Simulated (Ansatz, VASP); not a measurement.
**Fe: VASP beside Ansatz**

Contents of INCAR:

```
SYSTEM = Fe
  PREC = Accurate
  ENCUT = 600
  EDIFF = 1E-7
  ISMEAR = -1
  SIGMA = 0.05
  LREAL = .FALSE.
  LASPH = .TRUE.
  NELM = 150
  ALGO = Normal
  ISIF = 3
  LWAVE = .FALSE.
  LCHARG = .FALSE.
  ISPIN = 2
  MAGMOM = 3
  LORBIT = 11
  LMAXMIX = 4
  GGA = PE
  IBRION = 2
  NSW = 100
  EDIFFG = -0.005
```

Contents of KPOINTS:

```
Automatic mesh
0
G
  18 18 18
  0 0 0
```

POSCAR

```
Fe
1.0
    0.0000000000      1.7717639764      1.7717639764
    1.7717639764      0.0000000000      1.7717639764
    1.7717639764      1.7717639764      0.0000000000
Fe
1
Direct
    0.0000000000      0.0000000000      0.0000000000
```

Input for Ansatz:

```yaml
crystal:
  lattice:
    - [0.0, 1.7717639764, 1.7717639764]
    - [1.7717639764, 0.0, 1.7717639764]
    - [1.7717639764, 1.7717639764, 0.0]
  atoms:
    - { symbol: Fe, position: [0.0, 0.0, 0.0], spin: 3.0 }
magnetization:
  spin_polarized: true
kpoints:
  mp_grid: { grid: [18, 18, 18] }
scf:
  occupations: { method: fermi_dirac, width: 0.05 }
hamiltonian:
  xc: pbe
  pseudopotentials: { kind: paw }
output:
  forces: true
  stress: true
relax:
  f_tol: 0.005
  max_steps: 80
  cell: {}
```

Alike in both runs: task relaxation of cell and atoms; functional PBE; k mesh 18 × 18 × 18; occupations fermi-dirac, width 0.05 eV; collinear spin.

|  | VASP | Ansatz |
| --- | --- | --- |
| version | VASP 6.6.1 | Ansatz 0.2.0 |
| potentials or method | VASP PAW PBE potentials, release 64 (Fe) | PAW with Ansatz's default frozen-core files, scalar-relativistic |
| plane-wave cutoff (eV) | 600 | 420 |
| valence electrons in the cell | 8 | 16 |

VASP gave:

```
net moment per atom (μB)                                      : 1.04
size of the moment on the site where the two differ most (μB) : 1.03
relaxed volume (Å³/atom)                                      : 10.55
relaxed cell length with the largest relative difference (Å)  : 2.462
```

Q: Which values does Ansatz return?

A: net moment per atom (μB): 1.02; size of the moment on the site where the two differ most (μB): 1.03; relaxed volume (Å³/atom): 10.56; relaxed cell length with the largest relative difference (Å): 2.463.

Site moments also hang on the region over which each program counts them. VASP's potentials hold 8 valence electrons a cell and Ansatz's 16, so a difference there can come from the potentials and not from the codes.
